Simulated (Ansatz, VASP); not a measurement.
Ga: VASP beside Ansatz

Contents of INCAR:

```
  PREC = Accurate
  ENCUT = 520
  EDIFF = 1E-7
  ISMEAR = 0
  SIGMA = 0.1
  LREAL = False
  LASPH = True
  NELM = 80
  ALGO = Fast
  ISIF = 2
  LWAVE = False
  LCHARG = False
  GGA = PS
  NBANDS = 20
```

File KPOINTS:

```
regular mesh
0
Gamma
  16 12 10
```

Contents of POSCAR:

```
Ga
1.0
    2.7784220849      0.0000000000      0.0000000000
    0.0000000000      3.2816087900      0.0000000000
   -1.3434310986      0.0000000000      3.9902731763
Ga
2
Direct
    0.8654037300      0.2500000000      0.2298331700
    0.1527725835      0.7500000000      0.8077582413
```

Input for Ansatz:

```yaml
crystal:
  lattice:
    - [2.7784220849, 0.0, 0.0]
    - [0.0, 3.28160879, 0.0]
    - [-1.3434310986, 0.0, 3.9902731763]
  atoms:
    - { symbol: Ga, position: [0.86540373, 0.25, 0.22983317] }
    - { symbol: Ga, position: [0.1527725835, 0.75, 0.8077582413] }
basis:
  ecutwfc: 420
kpoints:
  mp_grid: { grid: [16, 12, 10] }
hamiltonian:
  xc: pbesol
scf:
  occupations: { method: gaussian, width: 0.1 }
output:
  forces: true
  stress: true
  eigenvalues: true
```

Change from the starting cell: one atom moved.

Alike in both runs: task single point; functional PBEsol; k mesh 16 × 12 × 10; occupations gaussian, width 0.1 eV; no spin polarisation.

|  | VASP | Ansatz |
| --- | --- | --- |
| version | VASP 6.6.1 | Ansatz 0.2.0 |
| potentials or method | VASP PAW PBE potentials, release 64 (Ga_d), cutoff 520 eV | scalar-relativistic, plane waves, PAW |
| valence electrons in the cell | 26 | 26 |

|  | VASP | Ansatz | Ansatz less VASP |
| --- | --- | --- | --- |
| gap on the k mesh at the Fermi level (eV) | none | none | - |
| pressure (GPa) | 0.3 | 0.3 | -0.09 |
| traceless stress, the component that is largest in VASP (GPa) | -1.01 | -1.00 | +0.008 |
| rms of the force components (eV/Å) | 0.407 | 0.405 | -0.0020 |

VASP's potentials were made for PBE, not for PBEsol. Atom by atom the forces differ by 0.002 eV/Å (rms over components). A gap of «none» marks a metal or a gap that the smearing closes.
